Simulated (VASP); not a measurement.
Input of a VASP 6.6.1 run:

INCAR

```
SYSTEM = MgH2
PREC     = Accurate       ! precision mode
ENCUT    = 520            ! plane-wave cutoff, eV
EDIFF    = 1E-6           ! SCF threshold, eV
ISMEAR   = 0              ! smearing method
SIGMA    = 0.01           ! smearing width, eV
LREAL    = .FALSE.        ! projectors in reciprocal space
LASPH    = .TRUE.         ! aspherical terms in the spheres
NELM     = 60             ! most SCF steps
ALGO     = Normal         ! electronic algorithm
ISIF     = 2              ! what is computed and relaxed
LWAVE    = .FALSE.        ! write WAVECAR
LCHARG   = .TRUE.         ! write CHGCAR
GGA      = CA             ! functional
LELF     = .TRUE.         ! ELF
LVHAR    = .TRUE.       
NBANDS   = 13             ! bands
```

Contents of KPOINTS:

```
Automatic mesh
0
G
  6 6 8
  0 0 0
```

File POSCAR:

```
MgH2
1.0
    4.4848772627      0.0000000000      0.0000000000
    0.0000000000      4.4848772627      0.0000000000
    0.0000000000      0.0000000000      2.9964754819
Mg H
2 4
Direct
    0.0000000000      0.0000000000      0.0000000000
    0.5000000000      0.5000000000      0.5000000000
    0.3046815063      0.3046815063      0.0000000000
    0.1953184937      0.8046815063      0.5000000000
    0.8046815063      0.1953184937      0.5000000000
    0.6953184937      0.6953184937      0.0000000000
```

Potentials or basis: VASP PAW LDA potentials, release 64 (Mg, H).

Command:

```bash
$ cat potpaw_LDA.64/Mg/POTCAR potpaw_LDA.64/H/POTCAR > POTCAR
$ mpirun -np 1 vasp_std > vasp.out
```

(1) What does it give for the largest force?

(2) Predict the band gap on the k mesh.

Answers

(1) 0.011 eV/Å.

(2) 3.47 eV (least direct gap 4.27 eV).

Caveat: the structure was generated, so it needn't be the stable form of MgH2.
